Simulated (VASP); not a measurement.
Here is a VASP 6.6.1 calculation.

The input INCAR:

```
ALGO = Normal
EDIFF = 1E-6
ENCUT = 520
GGA = PE
ISIF = 2
ISMEAR = 0
LASPH = T
LCHARG = T
LELF = T
LREAL = F
LVHAR = T
LWAVE = F
NBANDS = 19
NELM = 80
PREC = Accurate
SIGMA = 0.05
```

Contents of KPOINTS:

```
k-points
0
Gamma
  6 6 6
```

The input POSCAR:

```
SrCl2
1.0
    0.0000000000      3.5153912723      3.2447061443
    3.5153912723      0.0000000000      3.2447061443
    3.5153912723      3.5153912723      0.0000000000
Sr Cl
1 2
Direct
    0.0000000000      0.0000000000      0.0000000000
    0.2500000000      0.2500000000      0.2500000000
    0.7500000000      0.7500000000      0.7500000000
```

Potentials or basis: VASP PAW PBE potentials, release 64 (Sr_sv, Cl).

Run with:

```bash
$ cat potpaw_PBE.64/Sr_sv/POTCAR potpaw_PBE.64/Cl/POTCAR > POTCAR
$ mpirun -np 1 vasp_std > vasp.out
```

Q: Estimate the pressure.

A: 3.6 GPa.

Q: Estimate the band gap on the k mesh.

A: 4.97 eV (least direct gap 5.05 eV).

Stress tensor (GPa, compression positive):
```
2.05 0.00 0.00
0.00 2.05 0.00
0.00 0.00 6.82
```

Caveat: the cell stands under pressure. A k mesh can miss the band edges.
